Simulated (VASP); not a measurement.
# KMoC (P4/nmm) in VASP: a series of runs

The runs below take KMoC through single point, with PBE.

All numbers are computed with VASP 6.6.1; they aren't measurements. Logs are shortened: lines on timing, memory, paths and dates and some standing lists are left out, and cuts for length are marked.

### 1 The cell of the first run

Symmetry: P4/nmm, No. 129, tetragonal system. Conventional cell: a = 3.948 Å, b = 3.948 Å, c = 6.947 Å, α = 90.00°, β = 90.00°, γ = 90.00°. K (site symmetry 4mm) has 4 C at 2.44 Å and 5 Mo at 2.97 to 3.08 Å within 3.2 Å. Within 4.0 Å of Mo (site symmetry 4mm) lie 6 K at 2.97 to 3.87 Å and 4 C at 3.14 Å and 8 Mo at 3.47 to 3.95 Å. C (site symmetry -4m2) has 4 K at 2.44 Å and 4 C at 2.79 Å and 4 Mo at 3.14 Å within 3.2 Å.

### 2 Single point, PBE

Input file INCAR:

```
ALGO = Fast
EDIFF = 1E-6
ENCUT = 520
GGA = PE
ISIF = 2
ISMEAR = 0
LASPH = True
LCHARG = False
LREAL = False
LWAVE = False
NBANDS = 36
NELM = 80
PREC = Accurate
SIGMA = 0.1
```

Input file KPOINTS:

```
k-points
0
Gamma
  4 4 4
```

Input file POSCAR:

```
KMoC
1.0
    3.9476622419      0.0000000000      0.0000000000
    0.0000000000      3.9476622419      0.0000000000
    0.0000000000      0.0000000000      6.9473933138
K Mo C
2 2 2
Direct
    0.5000000000      0.0000000000      0.2055000000
    0.0000000000      0.5000000000      0.7945000000
    0.5000000000      0.0000000000      0.6485000000
    0.0000000000      0.5000000000      0.3515000000
    0.0000000000      0.0000000000      0.0000000000
    0.5000000000      0.5000000000      0.0000000000
```

Potentials or basis: VASP PAW PBE potentials, release 64 (K_sv, Mo_sv, C).

Launch:

```console
cat potpaw_PBE.64/K_sv/POTCAR potpaw_PBE.64/Mo_sv/POTCAR potpaw_PBE.64/C/POTCAR > POTCAR
mpirun -np 1 vasp_std > vasp.out
```

OUTCAR:

```text
EDIFF = 1E-6
   ENCUT = 520
   GGA = PE
   ISIF = 2
   ISMEAR = 0
   LASPH = True
   LREAL = False
   NELM = 80
   PREC = Accurate

 ion  position               nearest neighbor table
   1  0.500  0.000  0.206-   5 2.44   6 2.44   6 2.44   5 2.44   4 2.97   4 2.97   4 2.97   4 2.97
                             3 3.08
   2  0.000  0.500  0.794-   5 2.44   6 2.44   5 2.44   6 2.44   3 2.97   3 2.97   3 2.97   3 2.97
                             4 3.08
   3  0.500  0.000  0.648-   2 2.97   2 2.97   2 2.97   2 2.97   1 3.08   4 3.47   4 3.47   4 3.47
                             4 3.47
   4  0.000  0.500  0.352-   1 2.97   1 2.97   1 2.97   1 2.97   2 3.08   3 3.47   3 3.47   3 3.47
                             3 3.47
   5  0.000  0.000  0.000-   1 2.44   2 2.44   2 2.44   1 2.44
   6  0.500  0.500  0.000-   1 2.44   2 2.44   1 2.44   2 2.44

  LATTYP: Found a simple tetragonal cell.
 ALAT       =     3.9476622419
 C/A-ratio  =     1.7598753105

  Lattice vectors:

 A1 = (   3.9476622419,   0.0000000000,   0.0000000000)
 A2 = (   0.0000000000,   3.9476622419,   0.0000000000)
 A3 = (   0.0000000000,   0.0000000000,   6.9473933138)

Analysis of symmetry for initial positions (statically):
=====================================================================
 Subroutine PRICEL returns:
 Original cell was already a primitive cell.

 Routine SETGRP: Setting up the symmetry group for a
 simple tetragonal supercell.

 Subroutine GETGRP returns: Found 16 space group operations
 (whereof  8 operations were pure point group operations)
 out of a pool of 16 trial point group operations.

The static configuration has the point symmetry D_2d.
 The point group associated with its full space group is D_4h.

Analysis of symmetry for dynamics (positions and initial velocities):
=====================================================================
 Subroutine PRICEL returns:
 Original cell was already a primitive cell.

 Routine SETGRP: Setting up the symmetry group for a
 simple tetragonal supercell.

 Subroutine GETGRP returns: Found 16 space group operations
 (whereof  8 operations were pure point group operations)
 out of a pool of 16 trial point group operations.

The dynamic configuration has the point symmetry D_2d.
 The point group associated with its full space group is D_4h.

 Subroutine INISYM returns: Found 16 space group operations
 (whereof  8 operations are pure point group operations),
 and found     1 'primitive' translations

----------------------------------------------------------------------------------------

                                     Primitive cell

  volume of cell :     108.2684

  direct lattice vectors                    reciprocal lattice vectors
     3.947662242  0.000000000  0.000000000     0.253314478  0.000000000  0.000000000
     0.000000000  3.947662242  0.000000000     0.000000000  0.253314478  0.000000000
     0.000000000  0.000000000  6.947393314     0.000000000  0.000000000  0.143938878

  length of vectors
     3.947662242  3.947662242  6.947393314     0.253314478  0.253314478  0.143938878

  position of ions in fractional coordinates (direct lattice)
     0.500000000  0.000000000  0.205500000
     0.000000000  0.500000000  0.794500000
     0.500000000  0.000000000  0.648500000
     0.000000000  0.500000000  0.351500000
     0.000000000  0.000000000  0.000000000
     0.500000000  0.500000000  0.000000000

  ion indices of the primitive-cell ions
   primitive index   ion index
                 1           1
                 2           2
                 3           3
                 4           4
                 5           5
                 6           6

----------------------------------------------------------------------------------------

 KPOINTS: k-points

Automatic generation of k-mesh.
 Grid dimensions read from file:
 generate k-points for:    4    4    4

 Generating k-lattice:

  Cartesian coordinates                     Fractional coordinates (reciprocal lattice)
     0.063328619  0.000000000  0.000000000     0.250000000  0.000000000  0.000000000
     0.000000000  0.063328619  0.000000000     0.000000000  0.250000000  0.000000000
     0.000000000  0.000000000  0.035984720     0.000000000  0.000000000  0.250000000

  Length of vectors
     0.063328619  0.063328619  0.035984720

  Shift w.r.t. Gamma in fractional coordinates (k-lattice)
     0.000000000  0.000000000  0.000000000

 Subroutine IBZKPT returns following result:
 ===========================================

 Found     18 irreducible k-points:

 Following reciprocal coordinates:
            Coordinates               Weight
  0.000000  0.000000  0.000000      1.000000
  0.250000  0.000000  0.000000      4.000000
  0.500000  0.000000  0.000000      2.000000
  0.250000  0.250000  0.000000      4.000000
  0.500000  0.250000  0.000000      4.000000
  0.500000  0.500000  0.000000      1.000000
[... 10 lines left out ...]
  0.500000  0.250000  0.500000      4.000000
  0.500000  0.500000  0.500000      1.000000
   k-points           NKPTS =     18   k-points in BZ     NKDIM =     18   number of bands    NBANDS=     36
   number of dos      NEDOS =    301   number of ions     NIONS =      6
   total plane-waves  NPLWV =  48600
   dimension x,y,z NGX =    30 NGY =   30 NGZ =   54
   dimension x,y,z NGXF=    60 NGYF=   60 NGZF=  108
   ions per type =               2   2   2
   NGX,Y,Z   is equivalent  to a cutoff of  12.63, 12.63, 12.92 a.u.
   NGXF,Y,Z  is equivalent  to a cutoff of  25.27, 25.27, 25.84 a.u.
 SYSTEM =  unknown system
   PREC   = accura    normal or accurate (medium, high low for compatibility)
   ISTART =      0    job   : 0-new  1-cont  2-samecut
   ICHARG =      2    charge: 1-file 2-atom 10-const
   ISPIN  =      1    spin polarized calculation?
   LNONCOLLINEAR =      F non collinear calculations
   LSORBIT =      F    spin-orbit coupling
   LASPH  =      T    aspherical Exc in radial PAW
   ENCUT  =  520.0 eV  38.22 Ry    6.18 a.u.   7.34  7.34 12.92*2*pi/ulx,y,z
   NELM   =     80;   NELMIN=  2; NELMDL= -5     # of ELM steps
   EDIFF  = 0.1E-05   stopping-criterion for ELM
   LREAL  =      F    real-space projection
   EDIFFG = 0.1E-04   stopping-criterion for IOM
   NSW    =      0    number of steps for IOM
   IBRION =     -1    ionic relax: 0-MD 1-quasi-New 2-CG
   NFREE  =      0    steps in history (QN), initial steepest desc. (CG)
   ISIF   =      2    stress and relaxation
   ISYM   =      2    0-nonsym 1-usesym 2-fastsym
   POTIM  = 0.5000    time-step for ionic-motion
   TEBEG  =    0.0;   TEEND  =   0.0 temperature during run
   PSTRESS=    0.0 pullay stress
   NELECT =      54.0000    total number of electrons
   NUPDOWN=      -1.0000    fix difference up-down
   EMIN   =  10.00;   EMAX   =-10.00  energy-range for DOS
   EFERMI =   0.00;   METHOD = LEGACY
   ISMEAR =     0;   SIGMA  =   0.10  broadening in eV -4-tet -1-fermi 0-gaus
   EFERMI_NEDOS =   21; number of points for ismear=-14 and -15
   IALGO  =     68    algorithm
   IMIX   =      4    mixing-type and parameters
     AMIX     =   0.40;   BMIX     =  1.00
     AMIX_MAG =   1.60;   BMIX_MAG =  1.00
  volume/ion in A,a.u.               =      18.04       121.77
  Fermi-wavevector in a.u.,A,eV,Ry     =   1.298291  2.453415 22.933438  1.685560
  Thomas-Fermi vector in A             =   2.429629
   LORBIT       =      0    0 simple, 1 ext, 2 COOP (PROOUT), +10 PAW based schemes
   GGA     = PE    functional components
   LHFCALC =     F    Hartree Fock is set to
   AEXX    =    0.0000 exact exchange contribution
   IVDW    =     0    specifies the selected vdW correction
   LEPSILON=     F    determine dielectric tensor
   LRPA    =     F    only Hartree local field effects (RPA)
 non-spin polarized calculation
 RMM-DIIS sequential band-by-band and
 Gauss-broadening in eV      SIGMA  =   0.10
  energy-cutoff  :      520.00
  volume of cell :      108.27
 maximum number of plane-waves:      2946
 NGX is ok and might be reduce to    30
   NGX = 15   NGY = 15   NGZ = 25

 number of electron      53.9999997 magnetization

 Free energy of the ion-electron system (eV)
  ---------------------------------------------------
  ext. energy  EPLUGINS =         0.00000000
  ---------------------------------------------------
  free energy    TOTEN  =       -22.01917932 eV

  energy without entropy =      -21.98899806  energy(sigma->0) =      -22.00408869

 E-fermi :   4.3514     XC(G=0): -10.6522

 val. band max:        4.3342090197   @ k =   0.2500   0.2500   0.2500
 cond. band min:       4.3874726685   @ k =   0.2500   0.0000   0.0000
 fundamental gap:      0.0532636488
 Fermi energy:         4.3513877436

 k-point     1 :       0.0000    0.0000    0.0000
  band No.  band energies     occupation
      1     -56.7071      2.00000
      2     -56.6974      2.00000
      3     -30.8790      2.00000
      4     -30.8341      2.00000
      5     -30.7134      2.00000
      6     -30.7134      2.00000
[... 28 lines left out ...]
     35       6.7178      0.00000
     36       9.4013      0.00000

 k-point     2 :       0.2500    0.0000    0.0000
  band No.  band energies     occupation
      1     -56.7053      2.00000
      2     -56.6984      2.00000
      3     -30.8735      2.00000
      4     -30.8437      2.00000
      5     -30.7143      2.00000
      6     -30.7061      2.00000
[... 28 lines left out ...]
     35       6.1708      0.00000
     36       8.1290      0.00000

 k-point     3 :       0.5000    0.0000    0.0000
  band No.  band energies     occupation
      1     -56.7015      2.00000
      2     -56.7015      2.00000
      3     -30.8607      2.00000
      4     -30.8607      2.00000
      5     -30.7083      2.00000
      6     -30.7083      2.00000
[... 28 lines left out ...]
     35       6.7882      0.00000
     36       6.7882      0.00000
[... 508 lines left out ...]
 k-point    17 :       0.5000    0.2500    0.5000
  band No.  band energies     occupation
      1     -56.7012      2.00000
      2     -56.7012      2.00000
      3     -30.8567      2.00000
      4     -30.8567      2.00000
      5     -30.7248      2.00000
      6     -30.7248      2.00000
[... 28 lines left out ...]
     35       7.0886      0.00000
     36       7.0886      0.00000

 k-point    18 :       0.5000    0.5000    0.5000
  band No.  band energies     occupation
      1     -56.7008      2.00000
      2     -56.7008      2.00000
      3     -30.8523      2.00000
      4     -30.8523      2.00000
      5     -30.7380      2.00000
      6     -30.7380      2.00000
[... 28 lines left out ...]
     35       7.5801      0.00000
     36       7.6517      0.00000

------------------------ aborting loop because EDIFF is reached ----------------------------------------

  FORCE on cell =-STRESS in cart. coord.  units (eV):
  Direction    XX          YY          ZZ          XY          YZ          ZX
  --------------------------------------------------------------------------------------
  -------------------------------------------------------------------------------------
  Total        1.9903307      1.9903307     -6.2052451      0.0000000     -0.0000000      0.0000000
  in kB       29.4533007     29.4533007    -91.8264219      0.0000000     -0.0000000      0.0000000
  external PRESSURE =     -10.9732735 kB  Pullay stress =       0.0000000 kB

 VOLUME and BASIS-vectors are now :
 -----------------------------------------------------------------------------
  energy-cutoff  :      520.00
  volume of cell :      108.27
      direct lattice vectors                 reciprocal lattice vectors
     3.947662242  0.000000000  0.000000000     0.253314478  0.000000000  0.000000000
     0.000000000  3.947662242  0.000000000     0.000000000  0.253314478  0.000000000
     0.000000000  0.000000000  6.947393314     0.000000000  0.000000000  0.143938878

 POSITION                                       TOTAL-FORCE (eV/Angst)
 -----------------------------------------------------------------------------------
      1.97383      0.00000      1.42769         0.000000      0.000000      1.058687
      0.00000      1.97383      5.51970        -0.000000      0.000000     -1.058687
      1.97383      0.00000      4.50538        -0.000000      0.000000     -0.364045
      0.00000      1.97383      2.44201         0.000000      0.000000      0.364045
      0.00000      0.00000      0.00000        -0.000000      0.000000      0.000000
      1.97383      1.97383      0.00000         0.000000      0.000000      0.000000
 -----------------------------------------------------------------------------------
    total drift:                                0.000000      0.000000      0.000000

  FREE ENERGIE OF THE ION-ELECTRON SYSTEM (eV)
  ---------------------------------------------------
  free  energy   TOTEN  =       -22.0191793150 eV

  energy  without entropy=      -21.9889980573  energy(sigma->0) =      -22.00408869
```

It took 1.9 min on 1 thread of Oxide Virtual Turin-like, shared host; peak memory 0.21 GiB.

What came out:

```yaml
Free_energy: -22.0192 eV
Pressure: -1.1 GPa
Largest_force: 1.059 eV/Å
Band_gap_on_the_k_mesh: zero (bands 27 and 28 overlap by 0.96 eV)
```

Forces in eV/Å, atoms in the order of the input:
```
K    0.000  0.000  1.059
K    0.000  0.000 -1.059
Mo   0.000  0.000 -0.364
Mo   0.000  0.000  0.364
C    0.000  0.000  0.000
C    0.000  0.000  0.000
```

Levels at points of the mesh, in eV from the Fermi level:
| k point | band 24 | band 25 | band 26 | band 27 | band 28 | band 29 | band 30 | band 31 |
| --- | --- | --- | --- | --- | --- | --- | --- | --- |
| (0.00, 0.00, 0.00) | -1.56 | -1.01 | -0.40 | 0.06 | 0.06 | 0.39 | 0.39 | 0.45 |
| (0.50, 0.00, 0.00) | -1.17 | -0.27 | -0.27 | 0.20 | 0.20 | 0.44 | 0.44 | 0.80 |
| (0.50, 0.50, 0.00) | -0.60 | -0.42 | -0.42 | 0.56 | 0.56 | 0.81 | 0.81 | 1.71 |
| (0.00, 0.00, 0.50) | -0.89 | -0.51 | -0.51 | -0.38 | -0.33 | 0.42 | 0.67 | 0.69 |
| (0.50, 0.00, 0.50) | -0.81 | -0.40 | -0.40 | -0.40 | -0.40 | 0.41 | 0.41 | 1.12 |
| (0.50, 0.50, 0.50) | -0.90 | 0.40 | 0.40 | 0.56 | 0.56 | 0.66 | 0.66 | 0.82 |

Caveat: the k points lie up to 0.40 Å⁻¹ apart, too coarse for converged energies and pressures of a metal; forces of over 1 eV/Å act on the atoms, so gaps and moduli don't describe the material at rest.

(Part 1 of 2 ends here.)

The gap in the log of VASP goes by the Fermi energy; the results here count the filled bands.